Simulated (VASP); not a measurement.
# ScMn4Be8 (I4/mmm) in VASP: single point with r2SCAN

Aim: the single point of ScMn4Be8 with r2SCAN.

All numbers are computed with VASP 6.6.1; they aren't measurements. Logs are shortened: lines on timing, memory, paths and dates and some standing lists are left out, and cuts for length are marked.

## (1) The cell of the first run

Symmetry: I4/mmm, No. 139, tetragonal system. The conventional cell has a = 7.942 Å, b = 7.942 Å, c = 4.583 Å, α = 90.00°, β = 90.00°, γ = 90.00°. Within 3.5 Å of Sc (site symmetry 4/mmm) lie 12 Be at 2.68 to 2.88 Å and 8 Mn at 3.03 Å. Within 3.1 Å of Mn (site symmetry 2/m) lie 2 Mn at 2.29 Å and 8 Be at 2.31 to 2.40 Å and 2 Sc at 3.03 Å. Within 3.0 Å of Be (site symmetry m2m) lie 4 Mn at 2.31 Å and 6 Be at 2.46 to 2.58 Å and 2 Sc at 2.88 Å. Within 3.2 Å of Be (site symmetry m2m) lie 4 Mn at 2.40 Å and 9 Be at 2.48 to 2.93 Å and 1 Sc at 2.68 Å.

## (2) Single point, r2SCAN

Input file POSCAR:

```
ScMn4Be8
1.0
    0.0000000000      0.0000000000      4.5831050000
    3.9709860000     -3.9709860000      2.2915520000
    3.9709860000      3.9709860000     -2.2915520000
Sc Mn Be
1 4 8
Direct
    0.0000000000      0.0000000000      0.0000000000
    0.5000000000      0.0000000000      0.5000000000
    0.5000000000      0.5000000000      0.0000000000
    0.0000000000      0.0000000000      0.5000000000
    0.0000000000      0.5000000000      0.0000000000
    0.5000000000      0.7810000000      0.7810000000
    0.2810000000      0.2190000000      0.7810000000
    0.5000000000      0.2190000000      0.2190000000
    0.7190000000      0.7810000000      0.2190000000
    0.0000000000      0.3378000000      0.3378000000
    0.3378000000      0.6622000000      0.3378000000
    0.0000000000      0.6622000000      0.6622000000
    0.6622000000      0.3378000000      0.6622000000
```

Input file INCAR.step1:

```
ALGO = Normal
EDIFF = 1E-4
ENCUT = 520
GGA = PE
ISMEAR = -1
LASPH = True
LCHARG = False
LREAL = False
LWAVE = True
NBANDS = 52
NELM = 80
PREC = Accurate
SIGMA = 0.036
```

Input file INCAR.step2:

```
ALGO = Normal
EDIFF = 1E-6
ENCUT = 520
ISIF = 2
ISMEAR = -1
ISTART = 1
LASPH = True
LCHARG = False
LMIXTAU = True
LREAL = False
LWAVE = False
METAGGA = R2SCAN
NBANDS = 52
NELM = 80
PREC = Accurate
SIGMA = 0.036
```

Input file KPOINTS:

```
k-points
0
Gamma
  8 8 8
```

Potentials or basis: VASP PAW PBE potentials, release 64 (Sc_sv, Mn_pv, Be).

Command:

```bash
cat potpaw_PBE.64/Sc_sv/POTCAR potpaw_PBE.64/Mn_pv/POTCAR potpaw_PBE.64/Be/POTCAR > POTCAR
cp INCAR.step1 INCAR
mpirun -np 1 vasp_std > vasp.out
cp INCAR.step2 INCAR
mpirun -np 1 vasp_std > vasp.out
```

OUTCAR:

```text
EDIFF = 1E-6
   ENCUT = 520
   ISIF = 2
   ISMEAR = -1
   ISTART = 1
   LASPH = True
   LREAL = False
   METAGGA = R2SCAN
   NELM = 80
   PREC = Accurate

 ion  position               nearest neighbor table
   1  0.000  0.000  0.000-  10 2.68  12 2.68  11 2.68  13 2.68   7 2.88   9 2.88   8 2.88   6 2.88
                             6 2.88   8 2.88   7 2.88   9 2.88   5 3.03   4 3.03   5 3.03   4 3.03
   2  0.500  0.000  0.500-   4 2.29   4 2.29   8 2.31   6 2.31   9 2.31   7 2.31  13 2.40  11 2.40
                            12 2.40  10 2.40   1 3.03   1 3.03
   3  0.500  0.500  0.000-   5 2.29   5 2.29   8 2.31   6 2.31   9 2.31   7 2.31  13 2.40  11 2.40
                            10 2.40  12 2.40   1 3.03   1 3.03
   4  0.000  0.000  0.500-   2 2.29   2 2.29   9 2.31   7 2.31   6 2.31   8 2.31  10 2.40  12 2.40
                            11 2.40  13 2.40   1 3.03   1 3.03
   5  0.000  0.500  0.000-   3 2.29   3 2.29   9 2.31   7 2.31   8 2.31   6 2.31  10 2.40  12 2.40
                            11 2.40  13 2.40   1 3.03   1 3.03
   6  0.500  0.781  0.781-   2 2.31   3 2.31   5 2.31   4 2.31   1 2.88   1 2.88
   7  0.281  0.219  0.781-   2 2.31   3 2.31   4 2.31   5 2.31   1 2.88   1 2.88
   8  0.500  0.219  0.219-   2 2.31   3 2.31   4 2.31   5 2.31   1 2.88   1 2.88
   9  0.719  0.781  0.219-   2 2.31   3 2.31   4 2.31   5 2.31   1 2.88   1 2.88
  10  0.000  0.338  0.338-   4 2.40   5 2.40   2 2.40   3 2.40   1 2.68
  11  0.338  0.662  0.338-   2 2.40   3 2.40   4 2.40   5 2.40   1 2.68
  12  0.000  0.662  0.662-   4 2.40   5 2.40   3 2.40   2 2.40   1 2.68
  13  0.662  0.338  0.662-   2 2.40   3 2.40   4 2.40   5 2.40   1 2.68

  LATTYP: Found a body centered tetragonal cell.
 ALAT       =     7.9419720000
 C/A-ratio  =     0.5770739308

  Lattice vectors:

 A1 = (   3.9709860000,  -3.9709860000,  -2.2915530000)
 A2 = (  -3.9709860000,   3.9709860000,  -2.2915520000)
 A3 = (   3.9709860000,   3.9709860000,   2.2915530000)

Analysis of symmetry for initial positions (statically):
=====================================================================
 Subroutine PRICEL returns:
 Original cell was already a primitive cell.

 Routine SETGRP: Setting up the symmetry group for a
 body centered tetragonal supercell.

 Subroutine GETGRP returns: Found 16 space group operations
 (whereof 16 operations were pure point group operations)
 out of a pool of 16 trial point group operations.

The static configuration has the point symmetry D_4h.

Analysis of symmetry for dynamics (positions and initial velocities):
=====================================================================
 Subroutine PRICEL returns:
 Original cell was already a primitive cell.

 Routine SETGRP: Setting up the symmetry group for a
 body centered tetragonal supercell.

 Subroutine GETGRP returns: Found 16 space group operations
 (whereof 16 operations were pure point group operations)
 out of a pool of 16 trial point group operations.

The dynamic configuration has the point symmetry D_4h.

 Subroutine INISYM returns: Found 16 space group operations
 (whereof 16 operations are pure point group operations),
 and found     1 'primitive' translations

----------------------------------------------------------------------------------------

                                     Primitive cell

  volume of cell :     144.5395

  direct lattice vectors                    reciprocal lattice vectors
     0.000000000  0.000000000  4.583105000     0.000000000  0.125913285  0.218192688
     3.970986000 -3.970986000  2.291552000     0.125913312 -0.125913312  0.000000000
     3.970986000  3.970986000 -2.291552000     0.125913312  0.125913312  0.000000000

  length of vectors
     4.583105000  6.065366452  6.065366452     0.251917059  0.178068314  0.178068314

  position of ions in fractional coordinates (direct lattice)
     0.000000000  0.000000000  0.000000000
     0.500000000  0.000000000  0.500000000
     0.500000000  0.500000000  0.000000000
     1.000000000  0.000000000  0.500000000
     0.000000000  0.500000000  0.000000000
     0.500000000  0.781000000  0.781000000
     0.281000000  0.219000000  0.781000000
     0.500000000  0.219000000  0.219000000
     0.719000000  0.781000000  0.219000000
     0.000000000  0.337800000  0.337800000
     0.337800000  0.662200000  0.337800000
     0.000000000  0.662200000  0.662200000
     0.662200000  0.337800000  0.662200000

  ion indices of the primitive-cell ions
   primitive index   ion index
                 1           1
                 2           2
                 3           3
                 4           4
                 5           5
                 6           6
                 7           7
                 8           8
                 9           9
                10          10
                11          11
                12          12
                13          13

----------------------------------------------------------------------------------------

 KPOINTS: k-points

Automatic generation of k-mesh.
 Grid dimensions read from file:
 generate k-points for:    8    8    8

 Generating k-lattice:

  Cartesian coordinates                     Fractional coordinates (reciprocal lattice)
     0.000000000  0.015739161  0.027274086     0.125000000  0.000000000 -0.000000000
     0.015739164 -0.015739164  0.000000000     0.000000000  0.125000000  0.000000000
     0.015739164  0.015739164  0.000000000     0.000000000  0.000000000  0.125000000

  Length of vectors
     0.031489632  0.022258539  0.022258539

  Shift w.r.t. Gamma in fractional coordinates (k-lattice)
     0.000000000  0.000000000  0.000000000

 Subroutine IBZKPT returns following result:
 ===========================================

 Found     59 irreducible k-points:

 Following reciprocal coordinates:
            Coordinates               Weight
  0.000000  0.000000  0.000000      1.000000
  0.125000  0.000000 -0.000000      8.000000
  0.250000  0.000000 -0.000000      8.000000
  0.375000  0.000000 -0.000000      8.000000
  0.500000  0.000000 -0.000000      4.000000
  0.000000  0.125000  0.000000      4.000000
[... 16 lines left out ...]
  0.250000  0.125000  0.125000      8.000000
  0.375000  0.125000  0.125000     16.000000
 [... further k-points ...]
   k-points           NKPTS =     59   k-points in BZ     NKDIM =     59   number of bands    NBANDS=     52
   number of dos      NEDOS =    301   number of ions     NIONS =     13
   total plane-waves  NPLWV =  82944
   dimension x,y,z NGX =    36 NGY =   48 NGZ =   48
   dimension x,y,z NGXF=    72 NGYF=   96 NGZF=   96
   ions per type =               1   4   8
   NGX,Y,Z   is equivalent  to a cutoff of  13.06, 13.16, 13.16 a.u.
   NGXF,Y,Z  is equivalent  to a cutoff of  26.12, 26.31, 26.31 a.u.
 SYSTEM =  unknown system
   PREC   = accura    normal or accurate (medium, high low for compatibility)
   ISTART =      1    job   : 0-new  1-cont  2-samecut
   ICHARG =      0    charge: 1-file 2-atom 10-const
   ISPIN  =      1    spin polarized calculation?
   LNONCOLLINEAR =      F non collinear calculations
   LSORBIT =      F    spin-orbit coupling
   LASPH  =      T    aspherical Exc in radial PAW
   ENCUT  =  520.0 eV  38.22 Ry    6.18 a.u.   8.52 11.28 11.28*2*pi/ulx,y,z
   NELM   =     80;   NELMIN=  2; NELMDL=  0     # of ELM steps
   EDIFF  = 0.1E-05   stopping-criterion for ELM
   LREAL  =      F    real-space projection
   EDIFFG = 0.1E-04   stopping-criterion for IOM
   NSW    =      0    number of steps for IOM
   IBRION =     -1    ionic relax: 0-MD 1-quasi-New 2-CG
   NFREE  =      0    steps in history (QN), initial steepest desc. (CG)
   ISIF   =      2    stress and relaxation
   ISYM   =      2    0-nonsym 1-usesym 2-fastsym
   POTIM  = 0.5000    time-step for ionic-motion
   TEBEG  =    0.0;   TEEND  =   0.0 temperature during run
   PSTRESS=    0.0 pullay stress
   NELECT =      79.0000    total number of electrons
   NUPDOWN=      -1.0000    fix difference up-down
   EMIN   =  10.00;   EMAX   =-10.00  energy-range for DOS
   EFERMI =   0.00;   METHOD = LEGACY
   ISMEAR =    -1;   SIGMA  =   0.04  broadening in eV -4-tet -1-fermi 0-gaus
   EFERMI_NEDOS =   21; number of points for ismear=-14 and -15
   IALGO  =     38    algorithm
   IMIX   =      4    mixing-type and parameters
     AMIX     =   0.40;   BMIX     =  1.00
     AMIX_MAG =   1.60;   BMIX_MAG =  1.00
  volume/ion in A,a.u.               =      11.12        75.03
  Fermi-wavevector in a.u.,A,eV,Ry     =   1.338510  2.529418 24.376328  1.791610
  Thomas-Fermi vector in A             =   2.466975
   LORBIT       =      0    0 simple, 1 ext, 2 COOP (PROOUT), +10 PAW based schemes
   METAGGA = R2SCAN    functional components
   LHFCALC =     F    Hartree Fock is set to
   AEXX    =    0.0000 exact exchange contribution
   IVDW    =     0    specifies the selected vdW correction
   LEPSILON=     F    determine dielectric tensor
   LRPA    =     F    only Hartree local field effects (RPA)
 non-spin polarized calculation
  energy-cutoff  :      520.00
  volume of cell :      144.54
 maximum number of plane-waves:      3913
 NGX is ok and might be reduce to    36
   NGX = 17   NGY = 23   NGZ = 23

 number of electron      79.0000053 magnetization

 Free energy of the ion-electron system (eV)
  ---------------------------------------------------
  ext. energy  EPLUGINS =         0.00000000
  ---------------------------------------------------
  free energy    TOTEN  =      -103.11864840 eV

  energy without entropy =     -103.08887488  energy(sigma->0) =     -103.10376164

 E-fermi :   5.9605     XC(G=0): -12.0314

 val. band max:        5.9546503773   @ k =   0.0000   0.3750   0.3750
 cond. band min:       5.9670792908   @ k =   0.0000   0.2500   0.0000
 fundamental gap:      0.0124289136
 Fermi energy:         5.9604584729

 k-point     1 :       0.0000    0.0000    0.0000
  band No.  band energies     occupation
      1     -45.0531      2.00000
      2     -43.9729      2.00000
      3     -43.9729      2.00000
      4     -43.3678      2.00000
      5     -43.3678      2.00000
      6     -43.2784      2.00000
[... 43 lines left out ...]
     50       8.6118      0.00000
     51       9.0521      0.00000

 k-point     2 :       0.1250    0.0000   -0.0000
  band No.  band energies     occupation
      1     -45.0532      2.00000
      2     -43.9421      2.00000
      3     -43.9421      2.00000
      4     -43.3640      2.00000
      5     -43.3639      2.00000
      6     -43.2744      2.00000
[... 43 lines left out ...]
     50       8.8918      0.00000
     51       9.0677      0.00000

 k-point     3 :       0.2500    0.0000   -0.0000
  band No.  band energies     occupation
      1     -45.0533      2.00000
      2     -43.8539      2.00000
      3     -43.8539      2.00000
      4     -43.3531      2.00000
      5     -43.3528      2.00000
      6     -43.2842      2.00000
[... 43 lines left out ...]
     50       9.0710      0.00000
     51       9.2414      0.00000
[... 1027 lines left out ...]
 k-point    23 :       0.2500    0.1250    0.1250
  band No.  band energies     occupation
      1     -45.0534      2.00000
      2     -43.8539      2.00000
      3     -43.8539      2.00000
      4     -43.3529      2.00000
      5     -43.3529      2.00000
      6     -43.2841      2.00000
[... 43 lines left out ...]
     50       8.9648      0.00000
     51       9.0562      0.00000

 k-point    24 :       0.3750    0.1250    0.1250
  band No.  band energies     occupation
      1     -45.0535      2.00000
      2     -43.7212      2.00000
      3     -43.7212      2.00000
      4     -43.4076      2.00000
      5     -43.4076      2.00000
      6     -43.3366      2.00000
[... 43 lines left out ...]
     50       8.9887      0.00000
     51       9.3332      0.00000

 [... further k-points ...]

 [bands above 51 left out]

------------------------ aborting loop because EDIFF is reached ----------------------------------------

  FORCE on cell =-STRESS in cart. coord.  units (eV):
  Direction    XX          YY          ZZ          XY          YZ          ZX
  --------------------------------------------------------------------------------------
  -------------------------------------------------------------------------------------
  Total       -7.1301326     -7.1301326    -10.8557748      0.0000000     -0.0000009      0.0000000
  in kB      -79.0354038    -79.0354038   -120.3330415      0.0000000     -0.0000100      0.0000000
  external PRESSURE =     -92.8012831 kB  Pullay stress =       0.0000000 kB

 VOLUME and BASIS-vectors are now :
 -----------------------------------------------------------------------------
  energy-cutoff  :      520.00
  volume of cell :      144.54
      direct lattice vectors                 reciprocal lattice vectors
     0.000000000  0.000000000  4.583105000     0.000000000  0.125913285  0.218192688
     3.970986000 -3.970986000  2.291552000     0.125913312 -0.125913312  0.000000000
     3.970986000  3.970986000 -2.291552000     0.125913312  0.125913312  0.000000000

 POSITION                                       TOTAL-FORCE (eV/Angst)
 -----------------------------------------------------------------------------------
      0.00000      0.00000      0.00000        -0.000000      0.000000      0.000000
      1.98549      1.98549      1.14578         0.000000      0.000000      0.000000
      1.98549     -1.98549      3.43733        -0.000000     -0.000000      0.000000
      1.98549      1.98549     -1.14578         0.000000      0.000000      0.000000
      1.98549     -1.98549      1.14578         0.000000      0.000000      0.000000
      6.20268      0.00000      2.29155        -0.599543      0.000000      0.000000
      3.97099      2.23169      0.00000         0.000000     -0.599543     -0.000000
      1.73929      0.00000      2.29155         0.599543      0.000000      0.000000
      3.97099     -2.23169      4.58310         0.000000      0.599543      0.000000
      2.68280      0.00000      0.00000        -0.187035      0.000000      0.000000
      3.97099     -1.28819      2.29155         0.000000     -0.187035     -0.000000
      5.25917      0.00000      0.00000         0.187035      0.000000      0.000000
      3.97099      1.28819      2.29155         0.000000      0.187035      0.000000
 -----------------------------------------------------------------------------------
    total drift:                                0.000000      0.000000     -0.000000

  FREE ENERGIE OF THE ION-ELECTRON SYSTEM (eV)
  ---------------------------------------------------
  free  energy   TOTEN  =      -103.1186484048 eV

  energy  without entropy=     -103.0888748755  energy(sigma->0) =     -103.10376164
```

Run time: 44 min. Hardware: 1 thread of Intel Xeon 8259CL, shared host; peak memory 0.55 GiB.

What came out:

```
Free energy            : -103.1186 eV
Pressure               : -9.3 GPa
Largest force          : 0.600 eV/Å
Band gap on the k mesh : zero (an odd number of electrons rules out a gap without spin polarisation)
```

Forces in eV/Å, atoms in the order of the input:
```
Sc   0.000  0.000  0.000
Mn   0.000  0.000  0.000
Mn   0.000  0.000  0.000
Mn   0.000  0.000  0.000
Mn   0.000  0.000  0.000
Be  -0.600  0.000  0.000
Be   0.000 -0.600  0.000
Be   0.600  0.000  0.000
Be   0.000  0.600  0.000
Be  -0.187  0.000  0.000
Be   0.000 -0.187  0.000
Be   0.187  0.000  0.000
Be   0.000  0.187  0.000
```

Stress tensor (GPa, compression positive):
```
 -7.90   0.00   0.00
  0.00  -7.90   0.00
  0.00   0.00 -12.03
```

Caveat: the cell stands under tension; the PAW data sets were made with another functional, which shifts forces and pressure a little; the run has no spin polarisation, though such a crystal can be magnetic.
